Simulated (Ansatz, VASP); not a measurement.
## Two plane-wave programs on Al2Ga3As5

Contents of INCAR:

```
SYSTEM = Al2Ga3As5
ALGO = Normal
EDIFF = 1E-7
ENCUT = 520
GGA = PE
ISIF = 2
ISMEAR = 0
LASPH = .True.
LCHARG = .False.
LREAL = .False.
LWAVE = .False.
NBANDS = 46
NELM = 80
PREC = Accurate
SIGMA = 0.1
```

Contents of KPOINTS:

```
k-points
0
Gamma
  6 6 6
  0 0 0
```

The input POSCAR:

```
Al2Ga3As5
1.0
   -1.9391340000      1.9391340000     13.7117480400
    1.9391340000     -1.9391340000     13.7117480400
    1.9391340000      1.9391340000    -13.7117480400
Al Ga As
2 3 5
Direct
    0.7000000000      0.7000000000      0.0000000000
    0.3000000000      0.3000000000      0.0000000000
    0.9000000000      0.9000000000      0.0000000000
    0.5000000000      0.5000000000      0.0000000000
    0.1000000000      0.1000000000      0.0000000000
    0.3500000000      0.8500000000      0.5000000000
    0.9500000000      0.4500000000      0.5000000000
    0.5500000000      0.0500000000      0.5000000000
    0.1500000000      0.6500000000      0.5000000000
    0.7500000000      0.2500000000      0.5000000000
```

Input for Ansatz:

```yaml
crystal:
  lattice:
    - [-1.939134, 1.939134, 13.71174804]
    - [1.939134, -1.939134, 13.71174804]
    - [1.939134, 1.939134, -13.71174804]
  atoms:
    - { symbol: Al, position: [0.7, 0.7, 0.0] }
    - { symbol: Al, position: [0.3, 0.3, 0.0] }
    - { symbol: Ga, position: [0.9, 0.9, 0.0] }
    - { symbol: Ga, position: [0.5, 0.5, 0.0] }
    - { symbol: Ga, position: [0.1, 0.1, 0.0] }
    - { symbol: As, position: [0.35, 0.85, 0.5] }
    - { symbol: As, position: [0.95, 0.45, 0.5] }
    - { symbol: As, position: [0.55, 0.05, 0.5] }
    - { symbol: As, position: [0.15, 0.65, 0.5] }
    - { symbol: As, position: [0.75, 0.25, 0.5] }
basis:
  ecutwfc: 420
kpoints:
  mp_grid: { grid: [6, 6, 6] }
hamiltonian:
  xc: pbe
scf:
  occupations: { method: gaussian, width: 0.1 }
  lower_state_search: "off"
output:
  forces: true
  stress: true
  eigenvalues: true
```

Alike in both runs: task single point; functional PBE; k mesh 6 × 6 × 6; occupations gaussian, width 0.1 eV; no spin polarisation.

|  | VASP | Ansatz |
| --- | --- | --- |
| version | VASP 6.6.1 | Ansatz 0.2.0 |
| potentials or method | VASP PAW PBE potentials, release 64 (Al, Ga_d, As), cutoff 520 eV | scalar-relativistic, plane waves, PAW |
| valence electrons in the cell | 70 | 120 |

Ansatz gave:

* gap on the k mesh at the Fermi level (eV): 1.20
* least direct gap on the mesh (eV): 1.20
* pressure (GPa): 11.7
* traceless stress, the component that is largest in VASP (GPa): -0.16
* rms of the force components (eV/Å): 0.025

Problem. Estimate VASP's values.

Solution. gap on the k mesh at the Fermi level (eV): 1.19; least direct gap on the mesh (eV): 1.19; pressure (GPa): 12.0; traceless stress, the component that is largest in VASP (GPa): -0.16; rms of the force components (eV/Å): 0.026.

Atom by atom the forces differ by 0.001 eV/Å (rms over components). VASP's potentials hold 70 valence electrons a cell and Ansatz's 120, so a difference there can come from the potentials and not from the codes.
